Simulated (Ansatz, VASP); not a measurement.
# One calculation of Lu2AlN3, two programs

The input INCAR:

```
PREC     = Accurate       # precision mode
ENCUT    = 520            # plane-wave cutoff, eV
EDIFF    = 1E-7           # SCF threshold, eV
ISMEAR   = 0              # smearing method
SIGMA    = 0.1            # smearing width, eV
LREAL    = F              # projectors in reciprocal space
LASPH    = T              # aspherical terms in the spheres
NELM     = 100            # most SCF steps
ALGO     = Normal         # electronic algorithm
ISIF     = 2              # what is computed and relaxed
LWAVE    = F              # write WAVECAR
LCHARG   = F              # write CHGCAR
GGA      = PE             # functional
NBANDS   = 43             # bands
```

The input KPOINTS:

```
regular mesh
0
Gamma
  3 3 4
```

Contents of POSCAR:

```
Lu2AlN3
1.0
    5.8135405100      0.0000000000      0.0000000000
   -2.9067702600      5.0346737700      0.0000000000
    0.0000000000      0.0000000000      3.8941570600
Lu Al N
2 1 3
Direct
    0.3333333300      0.6666666700      0.5000000000
    0.6666666700      0.3333333300      0.5000000000
    0.0000000000      0.0000000000      0.0000000000
    0.3333333300      0.6666666700      0.0000000000
    0.6666666700      0.3333333300      0.0000000000
    0.0000000000      0.0000000000      0.5000000000
```

Input for Ansatz:

```yaml
crystal:
  lattice:
    - [5.81354051, 0.0, 0.0]
    - [-2.90677026, 5.03467377, 0.0]
    - [0.0, 0.0, 3.89415706]
  atoms:
    - { symbol: Lu, position: [0.33333333, 0.66666667, 0.5] }
    - { symbol: Lu, position: [0.66666667, 0.33333333, 0.5] }
    - { symbol: Al, position: [0.0, 0.0, 0.0] }
    - { symbol: "N", position: [0.33333333, 0.66666667, 0.0] }
    - { symbol: "N", position: [0.66666667, 0.33333333, 0.0] }
    - { symbol: "N", position: [0.0, 0.0, 0.5] }
basis:
  ecutwfc: 420
kpoints:
  mp_grid: { grid: [3, 3, 4] }
hamiltonian:
  xc: pbe
scf:
  occupations: { method: gaussian, width: 0.1 }
  lower_state_search: "off"
output:
  forces: true
  stress: true
  eigenvalues: true
```

Alike in both runs: task single point; functional PBE; k mesh 3 × 3 × 4; occupations gaussian, width 0.1 eV; no spin polarisation.

|  | VASP | Ansatz |
| --- | --- | --- |
| version | VASP 6.6.1 | Ansatz 0.2.0 |
| potentials or method | VASP PAW PBE potentials, release 64 (Lu, Al, N), cutoff 520 eV | scalar-relativistic, plane waves, PAW |
| valence electrons in the cell | 68 | 68 |

Ansatz gave:

| Quantity | Value |
| --- | --- |
| gap on the k mesh at the Fermi level (eV) | none |
| pressure (GPa) | 1.3 |
| traceless stress, the component that is largest in VASP (GPa) | 8.45 |

Question: What did VASP give for the same quantities?

Answer: gap on the k mesh at the Fermi level (eV): none; pressure (GPa): 1.9; traceless stress, the component that is largest in VASP (GPa): 9.66.

A gap of «none» marks a metal or a gap that the smearing closes.

The k mesh is coarse, so the values compare programs but aren't converged. Neither program's run includes spin-orbit coupling.
